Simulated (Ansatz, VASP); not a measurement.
MnS in VASP and in Ansatz

```
Mn S
1.0
     0.00000    2.60450    2.60450
     2.60450    0.00000    2.60450
     2.60450    2.60450    0.00000
Mn S
1 1
Cartesian
  0.0000 0.0000 0.0000
  2.6045 2.6045 2.6045
```

Alike in both runs: task single point; functional PBE; k mesh 7 × 7 × 7; occupations fermi-dirac, width 0.05 eV; collinear spin; fixed moment 6 μB.

|  | VASP | Ansatz |
| --- | --- | --- |
| version | VASP 6.6.1 | Ansatz 0.2.0 |
| potentials or method | VASP PAW PBE potentials, release 64 (Mn_sv, S) | Ansatz PAW |
| plane-wave cutoff (eV) | 680 | 420 |
| valence electrons in the cell | 21 | 21 |

|  | VASP | Ansatz | Ansatz less VASP |
| --- | --- | --- | --- |
| pressure (GPa) | 12.5 | 12.8 | +0.24 |
| net moment per atom (μB) | 3.00 | 3.00 | 0.000 |
| size of the moment on the site where the two differ most (μB) | 4.35 | 4.56 | +0.212 |

Site moments also hang on the region over which each program counts them.
